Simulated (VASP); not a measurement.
Here is a VASP 6.6.1 calculation.

Contents of INCAR:

```
SYSTEM = CaB2
ALGO = Normal
EDIFF = 1E-6
ENCUT = 520
GGA = PS
ISIF = 2
ISMEAR = 0
LASPH = .True.
LCHARG = .True.
LELF = .True.
LREAL = .False.
LVHAR = .True.
LWAVE = .False.
NBANDS = 15
NELM = 60
PREC = Accurate
SIGMA = 0.1
```

The input KPOINTS:

```
k-points
0
Gamma
  15 15 10
  0 0 0
```

Contents of POSCAR:

```
CaB2
1.0
    3.1047615983      0.0000000000      0.0000000000
   -1.5523807991      2.6888024168      0.0000000000
    0.0000000000      0.0000000000      4.1580541677
Ca B
1 2
Direct
    0.0000000000      0.0000000000      0.0000000000
    0.3333333300      0.6666666700      0.5000000000
    0.6666666700      0.3333333300      0.5000000000
```

Potentials or basis: VASP PAW PBE potentials, release 64 (Ca_sv, B).

Command:

```bash
$ cat potpaw_PBE.64/Ca_sv/POTCAR potpaw_PBE.64/B/POTCAR > POTCAR
$ mpirun -np 1 vasp_std > vasp.out
```

(1) Predict the band gap on the k mesh.

(2) Predict the pressure.

Results:

(1) zero (band 8 reaches 6.20 eV, above the bottom of band 9 at 4.31 eV).

(2) 4.7 GPa.

Caveat: the cell differs from its parent crystal (strained); the PAW data sets were made with another functional, which shifts forces and pressure a little.
